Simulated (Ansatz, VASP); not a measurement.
**One calculation of HgSe, two programs**

```
Hg Se
1.0
     0.00000    3.09633    3.09633
     3.09633    0.00000    3.09633
     3.09633    3.09633    0.00000
Hg Se
1 1
Direct
  0.00000 0.00000 0.00000
  0.75000 0.75000 0.75000
```

Alike in both runs: task relaxation of cell and atoms; functional PBE; dispersion D3(BJ); k mesh 16 × 16 × 16; occupations gaussian, width 0.1 eV; no spin polarisation.

```csv
,VASP,Ansatz
version,VASP 6.6.1,Ansatz 0.2.0
potentials or method,"VASP PAW PBE potentials, release 64 (Hg, Se), cutoff 500 eV","scalar-relativistic, plane waves, PAW"
valence electrons in the cell,18,36
```

VASP gave:

| Quantity | Value |
| --- | --- |
| gap on the k mesh at the Fermi level, each at its own relaxed structure (eV) | none |
| relaxed volume (Å³/atom) | 29.50 |
| relaxed cell length with the largest relative difference (Å) | 4.370 |

Task: What did Ansatz give for the same quantities?

Result: gap on the k mesh at the Fermi level, each at its own relaxed structure (eV): none; relaxed volume (Å³/atom): 29.40; relaxed cell length with the largest relative difference (Å): 4.365.

A gap of «none» marks a metal or a gap that the smearing closes. VASP's potentials hold 18 valence electrons a cell and Ansatz's 36, so a difference there can come from the potentials and not from the codes.

Spin-orbit coupling is off throughout.
